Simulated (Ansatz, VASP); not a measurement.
CrGe4Mo: VASP beside Ansatz

Contents of INCAR:

```
SYSTEM = CrGe4Mo
PREC = Accurate
ENCUT = 600
EDIFF = 1E-7
ISMEAR = 0
SIGMA = 0.1
LREAL = .FALSE.
LASPH = .TRUE.
NELM = 100
ALGO = Fast
ISIF = 3
LWAVE = .FALSE.
LCHARG = .FALSE.
GGA = PE
IBRION = 2
NSW = 100
EDIFFG = -0.01
```

Contents of KPOINTS:

```
Automatic mesh
0
G
  12 12 6
  0 0 0
```

The input POSCAR:

```
CrGe4Mo
1.0
    3.2902351000      0.0000000000      0.0000000000
    0.0000000000      3.2902351000      0.0000000000
    0.0000000000      0.0000000000      8.1700603000
Cr Ge Mo
1 4 1
Direct
    0.0000000000      0.0000000000      0.0000000000
    0.0000000000      0.0000000000      0.6661190000
    0.5000000000      0.5000000000      0.1562800000
    0.0000000000      0.0000000000      0.3338810000
    0.5000000000      0.5000000000      0.8437200000
    0.5000000000      0.5000000000      0.5000000000
```

Input for Ansatz:

```yaml
crystal:
  lattice:
    - [3.2902351, 0.0, 0.0]
    - [0.0, 3.2902351, 0.0]
    - [0.0, 0.0, 8.1700603]
  atoms:
    - { symbol: Cr, position: [0.0, 0.0, 0.0] }
    - { symbol: Ge, position: [0.0, 0.0, 0.666119] }
    - { symbol: Ge, position: [0.5, 0.5, 0.15628] }
    - { symbol: Ge, position: [0.0, 0.0, 0.333881] }
    - { symbol: Ge, position: [0.5, 0.5, 0.84372] }
    - { symbol: Mo, position: [0.5, 0.5, 0.5] }
basis:
  ecutwfc: 420
kpoints:
  mp_grid: { grid: [12, 12, 6] }
hamiltonian:
  xc: pbe
scf:
  occupations: { method: gaussian, width: 0.1 }
output:
  forces: true
  stress: true
  eigenvalues: true
  write_density: true
  write_potential: true
  elf: true
  volumetric_format: npy
relax:
  adjacent_minimum: "off"
  f_tol: 0.01
  max_steps: 80
  cell: { stress_tol: 0.05 }
```

Alike in both runs: task relaxation of cell and atoms; functional PBE; k mesh 12 × 12 × 6; occupations gaussian, width 0.1 eV; no spin polarisation.

```csv
,VASP,Ansatz
version,VASP 6.6.1,Ansatz 0.2.0
potentials or method,"VASP PAW PBE potentials, release 64 (Cr_pv, Ge_d, Mo_sv), cutoff 600 eV","scalar-relativistic, plane waves, PAW"
valence electrons in the cell,82,84
```

|  | VASP | Ansatz | Ansatz less VASP |
| --- | --- | --- | --- |
| gap on the k mesh at the Fermi level, each at its own relaxed structure (eV) | none | none | - |
| relaxed volume (Å³/atom) | 14.76 | 14.74 | -0.019 |
| relaxed length of the cell vector where the two differ most in proportion (Å) | 8.174 | 8.170 | -0.0037 |

A gap of «none» marks a metal or a gap that the smearing closes. VASP's potentials hold 82 valence electrons a cell and Ansatz's 84, so a difference there can come from the potentials and not from the codes.
